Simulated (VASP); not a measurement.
A run of VASP 6.6.1 is set up as follows.

File INCAR:

```
ALGO = Fast
EDIFF = 1E-6
ENCUT = 520
GGA = PE
ISIF = 2
ISMEAR = 0
LASPH = True
LCHARG = False
LREAL = False
LWAVE = False
NBANDS = 15
NELM = 100
PREC = Accurate
SIGMA = 0.1
```

KPOINTS

```
k-points
0
Gamma
  18 18 8
```

POSCAR

```
Al2Ni
1.0
    2.8092226184      0.0000000000      0.0000000000
   -1.4046113092      2.4328581525      0.0000000000
    0.0000000000      0.0000000000      6.0960844351
Al Ni
2 1
Direct
    0.6666666667      0.3333333333      0.8077114095
    0.3333333333      0.6666666667      0.1922885905
    0.0000000000      0.0000000000      0.5000000000
```

Potentials or basis: VASP PAW PBE potentials, release 64 (Al, Ni).

Command:

```sh
$ cat potpaw_PBE.64/Al/POTCAR potpaw_PBE.64/Ni/POTCAR > POTCAR
$ mpirun -np 1 vasp_std > vasp.out
```

Predict the pressure.

0.6 GPa.

What does it give for the band gap on the k mesh?

Zero (band 8 reaches 9.37 eV, above the bottom of band 9 at 8.03 eV).

Forces in eV/Å, atoms in the order of the input:
```
Al   0.000  0.000 -0.002
Al   0.000  0.000  0.002
Ni   0.000  0.000  0.000
```

Spin polarisation is off, so any magnetic state and its effect on volume and gap are missing.
